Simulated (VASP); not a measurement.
Here is a VASP 6.6.1 calculation.

File INCAR:

```
ALGO     = Normal         # electronic algorithm
EDIFF    = 1E-7           # SCF threshold, eV
ENCUT    = 520            # plane-wave cutoff, eV
GGA      = RE             # functional
ISIF     = 2              # what is computed and relaxed
ISMEAR   = -1             # smearing method
LASPH    = True           # aspherical terms in the spheres
LCHARG   = False          # write CHGCAR
LREAL    = False          # projectors in reciprocal space
LWAVE    = False          # write WAVECAR
NBANDS   = 18             # bands
NELM     = 80             # most SCF steps
PREC     = Accurate       # precision mode
SIGMA    = 0.1            # smearing width, eV
```

Contents of KPOINTS:

```
k-points
0
Gamma
  8 8 12
```

File POSCAR:

```
Re
1.0
    4.3913591619      0.0000000000      0.0000000000
   -2.1956795809      3.8030285913      0.0000000000
    0.0000000000      0.0000000000      2.7519768987
Re
3
Direct
    0.0000000000      0.0000000000      1.0000000000
    0.3333333333      0.6666666667      0.5000000000
    0.6666666667      0.3333333333      0.5000000000
```

Potentials or basis: VASP PAW PBE potentials, release 64 (Re).

The run is started by

```sh
$ cat potpaw_PBE.64/Re/POTCAR > POTCAR
$ mpirun -np 1 vasp_std > vasp.out
```

Task: Predict the pressure.

Result: -0.9 GPa.

Stress tensor (GPa, compression positive):
```
-1.14  0.00  0.00
 0.00 -1.14  0.00
 0.00  0.00 -0.38
```

Caveat: the PAW data sets were made with another functional, which shifts forces and pressure a little.
